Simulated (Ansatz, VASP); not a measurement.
One calculation of Zn, two programs

Contents of INCAR:

```
ALGO = Normal
EDIFF = 1E-6
ENCUT = 520
GGA = PE
ISIF = 2
ISMEAR = -1
LASPH = True
LCHARG = False
LREAL = False
LWAVE = False
NBANDS = 25
NELM = 80
PREC = Accurate
SIGMA = 0.1
```

KPOINTS

```
k-points
0
Gamma
  9 9 12
```

The input POSCAR:

```
Zn
1.0
    4.3383723641      0.0000000000      0.0000000000
   -2.1691861820      3.7571406783      0.0000000000
    0.0000000000      0.0000000000      2.6459107017
Zn
3
Direct
    0.0000000000      0.0000000000      0.0000000000
    0.3333333333      0.6666666667      0.5000000000
    0.6666666667      0.3333333333      0.5000000000
```

Input for Ansatz:

```yaml
crystal:
  lattice:
    - [4.3383723641, 0.0, 0.0]
    - [-2.169186182, 3.7571406783, 0.0]
    - [0.0, 0.0, 2.6459107017]
  atoms:
    - { symbol: Zn, position: [0.0, 0.0, 0.0] }
    - { symbol: Zn, position: [0.3333333333, 0.6666666667, 0.5] }
    - { symbol: Zn, position: [0.6666666667, 0.3333333333, 0.5] }
kpoints:
  mp_grid: { grid: [9, 9, 12] }
scf:
  occupations: { method: fermi_dirac, width: 0.1 }
hamiltonian:
  xc: pbe
  pseudopotentials: { kind: all_electron, datasets: crystal }
output:
  forces: true
  stress: true
  eigenvalues: true
```

Change from the starting cell: volume scaled by 0.92, crystal datasets.

Alike in both runs: task single point; functional PBE; k mesh 9 × 9 × 12; occupations fermi-dirac, width 0.1 eV; no spin polarisation.

|  | VASP | Ansatz |
| --- | --- | --- |
| version | VASP 6.6.1 | Ansatz 0.2.0 |
| potentials or method | VASP PAW PBE potentials, release 64 (Zn), cutoff 520 eV | all-electron PAW with datasets made for the crystal, scalar-relativistic |

Ansatz gave:

* pressure (GPa): 6.3

Problem. Which values does VASP return?

Solution. Pressure (GPa): 6.7.

Ansatz ran all-electron here, and VASP with PAW potentials.
